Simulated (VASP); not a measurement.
# BP (F-43m) in VASP: relaxation of cell and atoms with PBE

Aim: the relaxation of cell and atoms of BP with PBE.

Program: VASP 6.6.1. These are calculated values, not measurements. Logs are shortened: lines on timing, memory, paths and dates and some standing lists are left out, and cuts for length are marked.

### Step 1. The cell of the first run

Symmetry: F-43m, No. 216, cubic system. Conventional cell: a = 4.548 Å, b = 4.548 Å, c = 4.548 Å, α = 90.00°, β = 90.00°, γ = 90.00°. B (site symmetry -43m) has 4 P at 1.97 Å within 2.6 Å. Within 2.6 Å of P (site symmetry -43m) lie 4 B at 1.97 Å.

### Step 2. Relaxation of cell and atoms, PBE, target pressure 12 GPa, at which the enthalpy is minimised

File INCAR:

```
SYSTEM = BP
PREC = Accurate
ENCUT = 600
EDIFF = 1E-7
ISMEAR = 0
SIGMA = 0.01
LREAL = .False.
LASPH = .True.
NELM = 80
ALGO = Normal
ISIF = 3
LWAVE = .False.
LCHARG = .False.
GGA = PE
IBRION = 2
NSW = 80
EDIFFG = -0.001
PSTRESS = 120.0
```

File KPOINTS:

```
regular mesh
0
Gamma
  10 10 10
  0 0 0
```

File POSCAR:

```
BP
1.0
    0.0000000000      2.2741906187      2.2741906187
    2.2741906187      0.0000000000      2.2741906187
    2.2741906187      2.2741906187      0.0000000000
B P
1 1
Direct
    0.0000000000      0.0000000000      0.0000000000
    0.7500000000      0.7500000000      0.7500000000
```

Potentials or basis: VASP PAW PBE potentials, release 64 (B, P).

The run is started by

```console
> cat potpaw_PBE.64/B/POTCAR potpaw_PBE.64/P/POTCAR > POTCAR
> mpirun -np 1 vasp_std > vasp.out
```

OUTCAR:

```text
SYSTEM = BP
   PREC = Accurate
   ENCUT = 600
   EDIFF = 1E-7
   ISMEAR = 0
   LREAL = .False.
   LASPH = .True.
   NELM = 80
   ISIF = 3
   GGA = PE
   IBRION = 2
   NSW = 80
   EDIFFG = -0.001
   PSTRESS = 120.0

 ion  position               nearest neighbor table
   1  0.000  0.000  0.000-   2 1.97   2 1.97   2 1.97   2 1.97
   2  0.750  0.750  0.750-   1 1.97   1 1.97   1 1.97   1 1.97

  LATTYP: Found a face centered cubic cell.
 ALAT       =     4.5483812374

  Lattice vectors:

 A1 = (   0.0000000000,   2.2741906187,   2.2741906187)
 A2 = (   2.2741906187,   0.0000000000,   2.2741906187)
 A3 = (   2.2741906187,   2.2741906187,   0.0000000000)

Analysis of symmetry for initial positions (statically):
=====================================================================
 Subroutine PRICEL returns:
 Original cell was already a primitive cell.

 Routine SETGRP: Setting up the symmetry group for a
 face centered cubic supercell.

 Subroutine GETGRP returns: Found 24 space group operations
 (whereof 24 operations were pure point group operations)
 out of a pool of 48 trial point group operations.

The static configuration has the point symmetry T_d .

Analysis of symmetry for dynamics (positions and initial velocities):
=====================================================================
 Subroutine PRICEL returns:
 Original cell was already a primitive cell.

 Routine SETGRP: Setting up the symmetry group for a
 face centered cubic supercell.

 Subroutine GETGRP returns: Found 24 space group operations
 (whereof 24 operations were pure point group operations)
 out of a pool of 48 trial point group operations.

The dynamic configuration has the point symmetry T_d .

 Subroutine INISYM returns: Found 24 space group operations
 (whereof 24 operations are pure point group operations),
 and found     1 'primitive' translations

----------------------------------------------------------------------------------------

                                     Primitive cell

  volume of cell :      23.5240

  direct lattice vectors                    reciprocal lattice vectors
     0.000000000  2.274190619  2.274190619    -0.219858439  0.219858439  0.219858439
     2.274190619  0.000000000  2.274190619     0.219858439 -0.219858439  0.219858439
     2.274190619  2.274190619  0.000000000     0.219858439  0.219858439 -0.219858439

  length of vectors
     3.216191216  3.216191216  3.216191216     0.380805987  0.380805987  0.380805987

  position of ions in fractional coordinates (direct lattice)
     0.000000000  0.000000000  0.000000000
     0.750000000  0.750000000  0.750000000

  ion indices of the primitive-cell ions
   primitive index   ion index
                 1           1
                 2           2

----------------------------------------------------------------------------------------

 KPOINTS: regular mesh

Automatic generation of k-mesh.
 Grid dimensions read from file:
 generate k-points for:   10   10   10

 Generating k-lattice:

  Cartesian coordinates                     Fractional coordinates (reciprocal lattice)
    -0.021985844  0.021985844  0.021985844     0.100000000  0.000000000  0.000000000
     0.021985844 -0.021985844  0.021985844     0.000000000  0.100000000  0.000000000
     0.021985844  0.021985844 -0.021985844     0.000000000  0.000000000  0.100000000

  Length of vectors
     0.038080599  0.038080599  0.038080599

  Shift w.r.t. Gamma in fractional coordinates (k-lattice)
     0.000000000  0.000000000  0.000000000

 Subroutine IBZKPT returns following result:
 ===========================================

 Found     47 irreducible k-points:

 Following reciprocal coordinates:
            Coordinates               Weight
  0.000000  0.000000  0.000000      1.000000
  0.100000  0.000000  0.000000      8.000000
  0.200000  0.000000  0.000000      8.000000
  0.300000  0.000000  0.000000      8.000000
  0.400000  0.000000  0.000000      8.000000
  0.500000  0.000000  0.000000      4.000000
[... 16 lines left out ...]
  0.300000  0.300000  0.000000      6.000000
  0.400000  0.300000  0.000000     24.000000
 [... further k-points ...]
   k-points           NKPTS =     47   k-points in BZ     NKDIM =     47   number of bands    NBANDS=      8
   number of dos      NEDOS =    301   number of ions     NIONS =      2
   total plane-waves  NPLWV =  21952
   dimension x,y,z NGX =    28 NGY =   28 NGZ =   28
   dimension x,y,z NGXF=    56 NGYF=   56 NGZF=   56
   ions per type =               1   1
   NGX,Y,Z   is equivalent  to a cutoff of  14.47, 14.47, 14.47 a.u.
   NGXF,Y,Z  is equivalent  to a cutoff of  28.95, 28.95, 28.95 a.u.
 SYSTEM =  BP
   PREC   = accura    normal or accurate (medium, high low for compatibility)
   ISTART =      0    job   : 0-new  1-cont  2-samecut
   ICHARG =      2    charge: 1-file 2-atom 10-const
   ISPIN  =      1    spin polarized calculation?
   LNONCOLLINEAR =      F non collinear calculations
   LSORBIT =      F    spin-orbit coupling
   LASPH  =      T    aspherical Exc in radial PAW
   ENCUT  =  600.0 eV  44.10 Ry    6.64 a.u.   6.42  6.42  6.42*2*pi/ulx,y,z
   NELM   =     80;   NELMIN=  2; NELMDL= -5     # of ELM steps
   EDIFF  = 0.1E-06   stopping-criterion for ELM
   LREAL  =      F    real-space projection
   EDIFFG = -.1E-02   stopping-criterion for IOM
   NSW    =     80    number of steps for IOM
   IBRION =      2    ionic relax: 0-MD 1-quasi-New 2-CG
   NFREE  =      1    steps in history (QN), initial steepest desc. (CG)
   ISIF   =      3    stress and relaxation
   ISYM   =      2    0-nonsym 1-usesym 2-fastsym
   POTIM  = 0.5000    time-step for ionic-motion
   TEBEG  =    0.0;   TEEND  =   0.0 temperature during run
   PSTRESS=  120.0 pullay stress
   NELECT =       8.0000    total number of electrons
   NUPDOWN=      -1.0000    fix difference up-down
   EMIN   =  10.00;   EMAX   =-10.00  energy-range for DOS
   EFERMI =   0.00;   METHOD = LEGACY
   ISMEAR =     0;   SIGMA  =   0.01  broadening in eV -4-tet -1-fermi 0-gaus
   EFERMI_NEDOS =   21; number of points for ismear=-14 and -15
   IALGO  =     38    algorithm
   IMIX   =      4    mixing-type and parameters
     AMIX     =   0.40;   BMIX     =  1.00
     AMIX_MAG =   1.60;   BMIX_MAG =  1.00
  volume/ion in A,a.u.               =      11.76        79.37
  Fermi-wavevector in a.u.,A,eV,Ry     =   1.142706  2.159402 17.766185  1.305778
  Thomas-Fermi vector in A             =   2.279403
   LORBIT       =      0    0 simple, 1 ext, 2 COOP (PROOUT), +10 PAW based schemes
   GGA     = PE    functional components
   LHFCALC =     F    Hartree Fock is set to
   AEXX    =    0.0000 exact exchange contribution
   IVDW    =     0    specifies the selected vdW correction
   LEPSILON=     F    determine dielectric tensor
   LRPA    =     F    only Hartree local field effects (RPA)
 conjugate gradient relaxation of ions
 non-spin polarized calculation
 Gauss-broadening in eV      SIGMA  =   0.01
  energy-cutoff  :      600.00
  volume of cell :       23.52
 maximum number of plane-waves:       801
 NGX is ok and might be reduce to    28
   NGX = 13   NGY = 13   NGZ = 13

--------------------------------------- Ionic step        1  -------------------------------------------

 number of electron       8.0000000 magnetization

 Free energy of the ion-electron system (eV)
  ---------------------------------------------------
  ext. energy  EPLUGINS =         0.00000000
  ---------------------------------------------------
  free energy    TOTEN  =       -12.93247032 eV

  energy without entropy =      -12.93247032  energy(sigma->0) =      -12.93247032

------------------------ aborting loop because EDIFF is reached ----------------------------------------

  FORCE on cell =-STRESS in cart. coord.  units (eV):
  Direction    XX          YY          ZZ          XY          YZ          ZX
  --------------------------------------------------------------------------------------
  -------------------------------------------------------------------------------------
  Total       -0.0321804     -0.0321804     -0.0321804      0.0000000      0.0000000     -0.0000000
  in kB       -2.1917522     -2.1917522     -2.1917522      0.0000000      0.0000000     -0.0000000
  external PRESSURE =    -122.1917522 kB  Pullay stress =     120.0000000 kB

 VOLUME and BASIS-vectors are now :
 -----------------------------------------------------------------------------
  energy-cutoff  :      600.00
  volume of cell :       23.52
      direct lattice vectors                 reciprocal lattice vectors
     0.000000000  2.274190619  2.274190619    -0.219858439  0.219858439  0.219858439
     2.274190619  0.000000000  2.274190619     0.219858439 -0.219858439  0.219858439
     2.274190619  2.274190619  0.000000000     0.219858439  0.219858439 -0.219858439
[... 160 lines left out ...]
  FREE ENERGIE OF THE ION-ELECTRON SYSTEM (eV)
  ---------------------------------------------------
  free  energy   TOTEN  =       -12.8805604189 eV

  energy  without entropy=      -12.8805604189  energy(sigma->0) =      -12.88056042

  enthalpy is  TOTEN    =       -11.2315497245 eV   P V=        1.6490106945

--------------------------------------- Ionic step        6  -------------------------------------------

 number of electron       8.0000000 magnetization

 Free energy of the ion-electron system (eV)
  ---------------------------------------------------
  ext. energy  EPLUGINS =         0.00000000
  ---------------------------------------------------
  free energy    TOTEN  =       -12.87960248 eV

  energy without entropy =      -12.87960248  energy(sigma->0) =      -12.87960248

 E-fermi :   8.2918     XC(G=0): -11.1670

 val. band max:        8.1557913146   @ k =   0.0000   0.0000   0.0000
 cond. band min:       9.3117279602   @ k =   0.4000   0.4000   0.0000
 fundamental gap:      1.1559366456
 Fermi energy:         8.2917664073

 k-point     1 :       0.0000    0.0000    0.0000
  band No.  band energies     occupation
      1      -7.8487      2.00000
      2       8.1558      2.00000
      3       8.1558      2.00000
      4       8.1558      2.00000
      5      11.6524      0.00000
      6      11.6524      0.00000
      7      11.6524      0.00000
      8      16.4599      0.00000

 k-point     2 :       0.1000    0.0000    0.0000
  band No.  band energies     occupation
      1      -7.6595      2.00000
      2       6.8097      2.00000
      3       7.8456      2.00000
      4       7.8456      2.00000
      5      12.0823      0.00000
      6      12.0823      0.00000
      7      12.1471      0.00000
      8      16.9155      0.00000
[... 221 lines left out ...]
 k-point    23 :       0.3000    0.3000    0.0000
  band No.  band energies     occupation
      1      -5.6236      2.00000
      2       3.2657      2.00000
      3       4.7595      2.00000
      4       4.7595      2.00000
      5       9.6352      0.00000
      6      12.0318      0.00000
      7      17.4061      0.00000
      8      17.4061      0.00000

 k-point    24 :       0.4000    0.3000    0.0000
  band No.  band energies     occupation
      1      -4.7493      2.00000
      2       1.8660      2.00000
      3       3.8820      2.00000
      4       4.4518      2.00000
      5       9.9198      0.00000
      6      11.7589      0.00000
      7      18.0285      0.00000
      8      18.0860      0.00000

 [... further k-points ...]

------------------------ aborting loop because EDIFF is reached ----------------------------------------

  FORCE on cell =-STRESS in cart. coord.  units (eV):
  Direction    XX          YY          ZZ          XY          YZ          ZX
  --------------------------------------------------------------------------------------
  -------------------------------------------------------------------------------------
  Total        1.6490590      1.6490590      1.6490590      0.0000000     -0.0000000     -0.0000000
  in kB      120.0735920    120.0735920    120.0735920      0.0000000     -0.0000000     -0.0000000
  external PRESSURE =       0.0735920 kB  Pullay stress =     120.0000000 kB

 VOLUME and BASIS-vectors are now :
 -----------------------------------------------------------------------------
  energy-cutoff  :      600.00
  volume of cell :       22.00
      direct lattice vectors                 reciprocal lattice vectors
     0.000000000  2.224110852  2.224110852    -0.224808939  0.224808939  0.224808939
     2.224110852  0.000000000  2.224110852     0.224808939 -0.224808939  0.224808939
     2.224110852  2.224110852 -0.000000000     0.224808939  0.224808939 -0.224808939

 POSITION                                       TOTAL-FORCE (eV/Angst)
 -----------------------------------------------------------------------------------
      2.22411      0.00000      2.22411        -0.000000     -0.000000     -0.000000
      3.33617      3.33617      3.33617         0.000000      0.000000      0.000000
 -----------------------------------------------------------------------------------
    total drift:                                0.000000      0.000000      0.000000

  FREE ENERGIE OF THE ION-ELECTRON SYSTEM (eV)
  ---------------------------------------------------
  free  energy   TOTEN  =       -12.8796024761 eV

  energy  without entropy=      -12.8796024761  energy(sigma->0) =      -12.87960248

  enthalpy is  TOTEN    =       -11.2315541329 eV   P V=        1.6480483431

 reached required accuracy - stopping structural energy minimisation
```

Wall time 26 s (1 thread of Intel Xeon Platinum 8488C (Sapphire Rapids), shared host); peak memory 0.15 GiB.

Results:

* Free energy: -12.8796 eV
* Relaxed volume: 11.00 Å³/atom
* Relaxed cell: a = 3.145 Å, b = 3.145 Å, c = 3.145 Å, α = 60.00°, β = 60.00°, γ = 60.00°
* Space group after relaxing (to 0.1 Å): F-43m (No. 216)
* Energy change on relaxing (the run minimises the enthalpy): +26.4 meV/atom
* Ionic steps: 6
* Pressure after relaxing: 12.0 GPa
* Band gap on the k mesh: 1.16 eV (least direct gap 3.50 eV)

Step by step:
| step | energy change (eV) | largest force (eV/Å) | pressure (GPa) | volume (Å³) |
| --- | --- | --- | --- | --- |
| 1 | 0.0000 | 0.0000 | -0.22 | 23.52 |
| 2 | 0.2216 | 0.0000 | 27.26 | 20.60 |
| 3 | 0.0516 | 0.0000 | 11.85 | 22.02 |
| 4 | 0.0538 | 0.0000 | 12.13 | 21.99 |
| 5 | 0.0519 | 0.0000 | 11.89 | 22.02 |
| 6 | 0.0529 | 0.0000 | 12.01 | 22.00 |

Final structure:
```yaml
crystal:
  lattice:
    - [0.00000, 2.22411, 2.22411]
    - [2.22411, 0.00000, 2.22411]
    - [2.22411, 2.22411, 0.00000]
  atoms:
    - { symbol: B, position: [0.00000, 0.00000, 0.00000] }
    - { symbol: P, position: [0.75000, 0.75000, 0.75000] }
```

Caveat: the cell is relaxed towards a set pressure, so the run minimises the enthalpy, not the energy. A k mesh can miss the band edges.
